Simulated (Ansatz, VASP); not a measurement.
# One calculation of SiBr, two programs

```
Si Br
1.0
     3.52167    0.00000    0.00000
     0.00000    3.52167    0.00000
     0.00000    0.00000    3.52167
Si Br
1 1
Direct
  0.00000 0.00000 0.00000
  0.50000 0.50000 0.50000
```

Alike in both runs: functional PBE; k mesh 16 × 16 × 16; occupations gaussian, width 0.1 eV; no spin polarisation.

Ansatz relaxed the structure, and its values are those at the end. VASP's run is a single point on that final structure, the one shown.

|  | VASP | Ansatz |
| --- | --- | --- |
| version | VASP 6.6.1 | Ansatz 0.2.0 |
| potentials or method | VASP PAW PBE potentials, release 64 (Si, Br), cutoff 520 eV | scalar-relativistic, plane waves, PAW |
| valence electrons in the cell | 11 | 11 |

```tsv
	VASP	Ansatz	Ansatz less VASP
gap on the k mesh at the Fermi level (eV)	none	none	-
pressure (GPa)	0.0	0.0	-0.01
```

A gap of «none» marks a metal or a gap that the smearing closes. With one functional, cell and mesh, what is left measures potentials, basis and numerics.
